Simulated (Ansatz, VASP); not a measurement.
**Two plane-wave programs on Ag**

```xyz
1
Lattice="0.0000 2.0212 2.0212 2.0212 0.0000 2.0212 2.0212 2.0212 0.0000" Properties=species:S:1:pos:R:3 pbc="T T T"
Ag    0.0000    0.0000    0.0000
```

Alike in both runs: functional revPBE; dispersion D3(BJ); k mesh 13 × 13 × 13; occupations fermi-dirac, width 0.1 eV; no spin polarisation.

Ansatz relaxed the structure, and its values are those at the end. VASP's run is a single point on that final structure, the one shown.

|  | VASP | Ansatz |
| --- | --- | --- |
| version | VASP 6.6.1 | Ansatz 0.2.0 |
| potentials or method | VASP PAW PBE potentials, release 64 (Ag) | plane waves, PAW |
| plane-wave cutoff (eV) | 520 | 420 |
| valence electrons in the cell | 11 | 19 |

```csv
,VASP,Ansatz,Ansatz less VASP
pressure (GPa),-0.2,0.0,+0.19
```

VASP's potentials were made for PBE, not for revPBE. VASP's potentials hold 11 valence electrons a cell and Ansatz's 19, so a difference there can come from the potentials and not from the codes.
